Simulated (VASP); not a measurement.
# Cl (Fd-3m) in VASP: density of states with PBEsol

Aim: the density of states of Cl with PBEsol.

Program: VASP 6.6.1. These are calculated values, not measurements. Logs are shortened: lines on timing, memory, paths and dates and some standing lists are left out, and cuts for length are marked.

### 1 The cell of the first run

It takes space group Fd-3m (No. 227, cubic). Conventional cell: a = 4.767 Å, b = 4.767 Å, c = 4.767 Å, α = 90.00°, β = 90.00°, γ = 90.00°. Cl (site symmetry -43m) has 4 Cl at 2.06 Å within 2.7 Å.

### 2 Density of states, PBEsol (volume scaled by 0.43)

The input, POSCAR:

```
Cl
1.0
    0.0000000000      2.3833325036      2.3833325036
    2.3833325036      0.0000000000      2.3833325036
    2.3833325036      2.3833325036      0.0000000000
Cl
2
Direct
   -0.1250000000     -0.1250000000     -0.1250000000
    0.1250000000      0.1250000000      0.1250000000
```

The input, INCAR.step1:

```
SYSTEM = Cl
  PREC = Accurate
  ENCUT = 520
  EDIFF = 1E-7
  ISMEAR = -1
  SIGMA = 0.1
  LREAL = .False.
  LASPH = .True.
  NELM = 80
  ALGO = Normal
  ISIF = 2
  LWAVE = .False.
  LCHARG = .True.
  GGA = PS
  NBANDS = 14
```

The input, KPOINTS.step1:

```
regular mesh
0
Gamma
  12 12 12
  0 0 0
```

The input, INCAR.step2:

```
SYSTEM = Cl
  PREC = Accurate
  ENCUT = 520
  EDIFF = 1E-7
  ISMEAR = -5
  SIGMA = 0.1
  LREAL = .False.
  LASPH = .True.
  NELM = 80
  ALGO = Normal
  ISIF = 2
  LWAVE = .False.
  LCHARG = .False.
  GGA = PS
  LORBIT = 11
  NBANDS = 14
  NEDOS = 2001
  ICHARG = 11
```

The input, KPOINTS.step2:

```
regular mesh
0
Gamma
  18 18 18
  0 0 0
```

Potentials or basis: VASP PAW PBE potentials, release 64 (Cl).

Started as:

```console
$ cat potpaw_PBE.64/Cl/POTCAR > POTCAR
$ cp INCAR.step1 INCAR
$ cp KPOINTS.step1 KPOINTS
$ mpirun -np 1 vasp_std > vasp.out
$ cp INCAR.step2 INCAR
$ cp KPOINTS.step2 KPOINTS
$ mpirun -np 1 vasp_std > vasp.out
```

OUTCAR:

```text
SYSTEM = Cl
   PREC = Accurate
   ENCUT = 520
   EDIFF = 1E-7
   ISMEAR = -5
   LREAL = .False.
   LASPH = .True.
   NELM = 80
   ISIF = 2
   GGA = PS
   LORBIT = 11
   ICHARG = 11

 ion  position               nearest neighbor table
   1  0.875  0.875  0.875-   2 2.06   2 2.06   2 2.06   2 2.06
   2  0.125  0.125  0.125-   1 2.06   1 2.06   1 2.06   1 2.06

  LATTYP: Found a face centered cubic cell.
 ALAT       =     4.7666650072

  Lattice vectors:

 A1 = (   0.0000000000,   2.3833325036,   2.3833325036)
 A2 = (   2.3833325036,   0.0000000000,   2.3833325036)
 A3 = (   2.3833325036,   2.3833325036,   0.0000000000)

Analysis of symmetry for initial positions (statically):
=====================================================================
 Subroutine PRICEL returns:
 Original cell was already a primitive cell.

 Routine SETGRP: Setting up the symmetry group for a
 face centered cubic supercell.

 Subroutine GETGRP returns: Found 48 space group operations
 (whereof 12 operations were pure point group operations)
 out of a pool of 48 trial point group operations.

The static configuration has the point symmetry D_3d.
 The point group associated with its full space group is O_h .

Analysis of symmetry for dynamics (positions and initial velocities):
=====================================================================
 Subroutine PRICEL returns:
 Original cell was already a primitive cell.

 Routine SETGRP: Setting up the symmetry group for a
 face centered cubic supercell.

 Subroutine GETGRP returns: Found 48 space group operations
 (whereof 12 operations were pure point group operations)
 out of a pool of 48 trial point group operations.

The dynamic configuration has the point symmetry D_3d.
 The point group associated with its full space group is O_h .

 Subroutine INISYM returns: Found 48 space group operations
 (whereof 12 operations are pure point group operations),
 and found     1 'primitive' translations

----------------------------------------------------------------------------------------

                                     Primitive cell

  volume of cell :      27.0760

  direct lattice vectors                    reciprocal lattice vectors
     0.000000000  2.383332504  2.383332504    -0.209790283  0.209790283  0.209790283
     2.383332504  0.000000000  2.383332504     0.209790283 -0.209790283  0.209790283
     2.383332504  2.383332504  0.000000000     0.209790283  0.209790283 -0.209790283

  length of vectors
     3.370541150  3.370541150  3.370541150     0.363367429  0.363367429  0.363367429

  position of ions in fractional coordinates (direct lattice)
     0.875000000  0.875000000  0.875000000
     0.125000000  0.125000000  0.125000000

  ion indices of the primitive-cell ions
   primitive index   ion index
                 1           1
                 2           2

----------------------------------------------------------------------------------------

 KPOINTS: regular mesh

Automatic generation of k-mesh.
 Grid dimensions read from file:
 generate k-points for:   18   18   18

 Generating k-lattice:

  Cartesian coordinates                     Fractional coordinates (reciprocal lattice)
    -0.011655016  0.011655016  0.011655016     0.055555556  0.000000000  0.000000000
     0.011655016 -0.011655016  0.011655016     0.000000000  0.055555556  0.000000000
     0.011655016  0.011655016 -0.011655016     0.000000000  0.000000000  0.055555556

  Length of vectors
     0.020187079  0.020187079  0.020187079

  Shift w.r.t. Gamma in fractional coordinates (k-lattice)
     0.000000000  0.000000000  0.000000000

 TETIRR: Found    806 inequivalent tetrahedra from    34992

 Subroutine IBZKPT returns following result:
 ===========================================

 Found    195 irreducible k-points:

 Following reciprocal coordinates:
            Coordinates               Weight
  0.000000  0.000000  0.000000      1.000000
  0.055556  0.000000  0.000000      8.000000
  0.111111  0.000000  0.000000      8.000000
  0.166667  0.000000  0.000000      8.000000
  0.222222  0.000000  0.000000      8.000000
  0.277778  0.000000  0.000000      8.000000
[... 16 lines left out ...]
 -0.277778  0.055556  0.000000     24.000000
 -0.222222  0.055556  0.000000     24.000000
 [... further k-points ...]
   k-points           NKPTS =    195   k-points in BZ     NKDIM =    195   number of bands    NBANDS=     14
   number of dos      NEDOS =   2001   number of ions     NIONS =      2
   total plane-waves  NPLWV =  21952
   dimension x,y,z NGX =    28 NGY =   28 NGZ =   28
   dimension x,y,z NGXF=    56 NGYF=   56 NGZF=   56
   ions per type =               2
   NGX,Y,Z   is equivalent  to a cutoff of  13.81, 13.81, 13.81 a.u.
   NGXF,Y,Z  is equivalent  to a cutoff of  27.62, 27.62, 27.62 a.u.
 SYSTEM =  Cl
   PREC   = accura    normal or accurate (medium, high low for compatibility)
   ISTART =      0    job   : 0-new  1-cont  2-samecut
   ICHARG =     11    charge: 1-file 2-atom 10-const
   ISPIN  =      1    spin polarized calculation?
   LNONCOLLINEAR =      F non collinear calculations
   LSORBIT =      F    spin-orbit coupling
   LASPH  =      T    aspherical Exc in radial PAW
   ENCUT  =  520.0 eV  38.22 Ry    6.18 a.u.   6.27  6.27  6.27*2*pi/ulx,y,z
   NELM   =     80;   NELMIN=  2; NELMDL=  0     # of ELM steps
   EDIFF  = 0.1E-06   stopping-criterion for ELM
   LREAL  =      F    real-space projection
   EDIFFG = 0.1E-05   stopping-criterion for IOM
   NSW    =      0    number of steps for IOM
   IBRION =     -1    ionic relax: 0-MD 1-quasi-New 2-CG
   NFREE  =      0    steps in history (QN), initial steepest desc. (CG)
   ISIF   =      2    stress and relaxation
   ISYM   =      2    0-nonsym 1-usesym 2-fastsym
   POTIM  = 0.5000    time-step for ionic-motion
   TEBEG  =    0.0;   TEEND  =   0.0 temperature during run
   PSTRESS=    0.0 pullay stress
   NELECT =      14.0000    total number of electrons
   NUPDOWN=      -1.0000    fix difference up-down
   EMIN   =  10.00;   EMAX   =-10.00  energy-range for DOS
   EFERMI =   0.00;   METHOD = LEGACY
   ISMEAR =    -5;   SIGMA  =   0.10  broadening in eV -4-tet -1-fermi 0-gaus
   EFERMI_NEDOS =   21; number of points for ismear=-14 and -15
   IALGO  =     38    algorithm
   IMIX   =      4    mixing-type and parameters
     AMIX     =   0.40;   BMIX     =  1.00
     AMIX_MAG =   1.60;   BMIX_MAG =  1.00
  volume/ion in A,a.u.               =      13.54        91.36
  Fermi-wavevector in a.u.,A,eV,Ry     =   1.313982  2.483067 23.491135  1.726550
  Thomas-Fermi vector in A             =   2.444267
   LORBIT       =     11    0 simple, 1 ext, 2 COOP (PROOUT), +10 PAW based schemes
   GGA     = PS    functional components
   LHFCALC =     F    Hartree Fock is set to
   AEXX    =    0.0000 exact exchange contribution
   IVDW    =     0    specifies the selected vdW correction
   LEPSILON=     F    determine dielectric tensor
   LRPA    =     F    only Hartree local field effects (RPA)
 non-spin polarized calculation
 Fermi weights with tetrahedron method with Bloechl corrections
  energy-cutoff  :      520.00
  volume of cell :       27.08
 maximum number of plane-waves:       745
 NGX is ok and might be reduce to    28

 number of electron      13.9999997 magnetization

 Free energy of the ion-electron system (eV)
  ---------------------------------------------------
  ext. energy  EPLUGINS =         0.00000000
  ---------------------------------------------------
  free energy    TOTEN  =         3.25822211 eV

  energy without entropy =        3.25822211  energy(sigma->0) =        3.25822211

 E-fermi :  10.1416     XC(G=0): -11.6303

 val. band max:       10.1499332782   @ k =   0.5000   0.2778   0.0556
 cond. band min:      10.0841673727   @ k =  -0.2778   0.2778   0.0000
 fundamental gap:     -0.0657659054
 Fermi energy:        10.1416201397

 k-point     1 :       0.0000    0.0000    0.0000
  band No.  band energies     occupation
      1     -13.5242      2.00000
      2      -0.4919      2.00000
      3       2.0075      2.00000
      4       2.0075      2.00000
      5       2.0075      2.00000
      6       6.4804      2.00000
      7       6.4804      2.00000
      8       6.4804      2.00000
      9      15.6085      0.00000
     10      17.1433      0.00000
     11      17.1433      0.00000
     12      21.5590      0.00000
     13      21.5590      0.00000
     14      21.5590      0.00000

 k-point     2 :       0.0556    0.0000    0.0000
  band No.  band energies     occupation
      1     -13.4818      2.00000
      2      -0.8843      2.00000
      3       1.9552      2.00000
      4       1.9552      2.00000
      5       2.2671      2.00000
      6       6.5623      2.00000
      7       6.5623      2.00000
      8       6.5744      2.00000
      9      15.7625      0.00000
     10      17.0196      0.00000
     11      17.0196      0.00000
     12      21.4268      0.00000
     13      21.8336      0.00000
     14      21.8336      0.00000

 k-point     3 :       0.1111    0.0000    0.0000
  band No.  band energies     occupation
      1     -13.3557      2.00000
      2      -1.7366      2.00000
      3       1.8144      2.00000
      4       1.8144      2.00000
      5       2.6977      2.00000
      6       6.7859      2.00000
      7       6.7859      2.00000
      8       6.8966      2.00000
      9      16.1834      0.00000
     10      16.7497      0.00000
     11      16.7497      0.00000
     12      21.1283      0.00000
     13      22.5494      0.00000
     14      22.5494      0.00000
[... 324 lines left out ...]
 k-point    23 :      -0.2778    0.0556    0.0000
  band No.  band energies     occupation
      1     -12.3686      2.00000
      2      -5.0785      2.00000
      3       0.7347      2.00000
      4       1.2409      2.00000
      5       3.2861      2.00000
      6       7.7287      2.00000
      7       7.9555      2.00000
      8       9.7108      2.04741
      9      16.1351      0.00000
     10      17.1118      0.00000
     11      17.5867      0.00000
     12      21.2814      0.00000
     13      23.7242      0.00000
     14      25.0671      0.00000

 k-point    24 :      -0.2222    0.0556    0.0000
  band No.  band energies     occupation
      1     -12.7251      2.00000
      2      -4.1481      2.00000
      3       0.9349      2.00000
      4       1.4469      2.00000
      5       3.3360      2.00000
      6       7.4144      2.00000
      7       7.6404      2.00000
      8       8.7767      2.00000
      9      15.9567      0.00000
     10      16.8444      0.00000
     11      17.4510      0.00000
     12      21.1500      0.00000
     13      23.9467      0.00000
     14      25.2117      0.00000

 [... further k-points ...]
[... 5 lines left out ...]
  --------------------------------------------------------------------------------------
  -------------------------------------------------------------------------------------
  Total       15.9736341     15.9736341     15.9736341      0.0000000      0.0000000      0.0000000
  in kB      945.2145778    945.2145778    945.2145778      0.0000000      0.0000000      0.0000000
  external PRESSURE =     945.2145778 kB  Pullay stress =       0.0000000 kB

 VOLUME and BASIS-vectors are now :
 -----------------------------------------------------------------------------
  energy-cutoff  :      520.00
  volume of cell :       27.08
      direct lattice vectors                 reciprocal lattice vectors
     0.000000000  2.383332504  2.383332504    -0.209790283  0.209790283  0.209790283
     2.383332504  0.000000000  2.383332504     0.209790283 -0.209790283  0.209790283
     2.383332504  2.383332504  0.000000000     0.209790283  0.209790283 -0.209790283

 POSITION                                       TOTAL-FORCE (eV/Angst)
 -----------------------------------------------------------------------------------
      4.17083      4.17083      4.17083        -0.000000     -0.000000      0.000000
      0.59583      0.59583      0.59583         0.000000      0.000000     -0.000000
 -----------------------------------------------------------------------------------
    total drift:                                0.000000     -0.000000     -0.000000

  FREE ENERGIE OF THE ION-ELECTRON SYSTEM (eV)
  ---------------------------------------------------
  free  energy   TOTEN  =         3.2582221133 eV

  energy  without entropy=        3.2582221133  energy(sigma->0) =        3.25822211

 total charge

# of ion       s       p       d       tot
------------------------------------------
    1        1.695   3.341   0.000   5.036
    2        1.695   3.341   0.000   5.036
--------------------------------------------------
tot          3.390   6.682   0.000  10.072
```

Run time: 80 s. Hardware: 1 thread of Intel Xeon Platinum 8375C at 2.90GHz (Ice Lake), shared host; peak memory 0.18 GiB.

What came out:

```yaml
Valence_electrons_inside_the_program's_atomic_spheres: Cl 5.04
```

Caveat: the PAW data sets were made with another functional, which shifts forces and pressure a little; tetrahedron occupations give inexact forces and stress in metals.
